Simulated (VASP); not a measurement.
Set up this calculation in VASP 6.6.1, as the native input.

- Task: single point
- Functional: PBEsol
- Potentials or basis: VASP PAW PBE potentials, release 64 (Pb_d)
- Cutoff: 520 eV
- k mesh: 14 × 14 × 8
- Occupations: fermi-dirac, width 0.08 eV
- Spin: no spin polarisation
- Dipole correction: no
- Further INCAR settings: ALGO = Normal; EDIFF = 1e-07; NBANDS = 21

The structure of Pb lies in POSCAR:

```
Pb
1.0
    3.4800006906      0.0000000000      0.0000000000
   -1.7400003453      3.0137690032      0.0000000000
    0.0000000000      0.0000000000      5.6459000000
Pb
2
Direct
    0.3333333333      0.6666666667      0.2500000000
    0.6666666667      0.3333333333      0.7500000000
```

This cell differs from its parent crystal: zz strain of +1 %.

These files were run (other wordings do the same):

INCAR

```
PREC     = Accurate       # precision mode
ENCUT    = 520            # plane-wave cutoff, eV
EDIFF    = 1E-7           # SCF threshold, eV
ISMEAR   = -1             # smearing method
SIGMA    = 0.08           # smearing width, eV
LREAL    = False          # projectors in reciprocal space
LASPH    = True           # aspherical terms in the spheres
NELM     = 100            # most SCF steps
ALGO     = Normal         # electronic algorithm
ISIF     = 2              # what is computed and relaxed
LWAVE    = False          # write WAVECAR
LCHARG   = False          # write CHGCAR
GGA      = PS             # functional
NBANDS   = 21             # bands
```

KPOINTS

```
regular mesh
0
Gamma
  14 14 8
```

Potentials or basis: VASP PAW PBE potentials, release 64 (Pb_d).

Launch:

```bash
$ cat potpaw_PBE.64/Pb_d/POTCAR > POTCAR
$ mpirun -np 1 vasp_std > vasp.out
```

It gave:

- Pressure: 0.4 GPa
- Band gap on the k mesh: zero (band 14 reaches 13.05 eV, above the bottom of band 15 at 5.60 eV)

Caveat: the cell differs from its parent crystal (zz strain of +1 %); the PAW data sets were made with another functional, which shifts forces and pressure a little; spin-orbit coupling is left out, which moves the levels of the heavy elements.

Wall time 110 s on 1 thread of Intel(R) Xeon(R) Platinum 8259CL CPU @ 2.50GHz (Skylake/Cascade Lake) (shared host), peak memory 0.25 GiB.
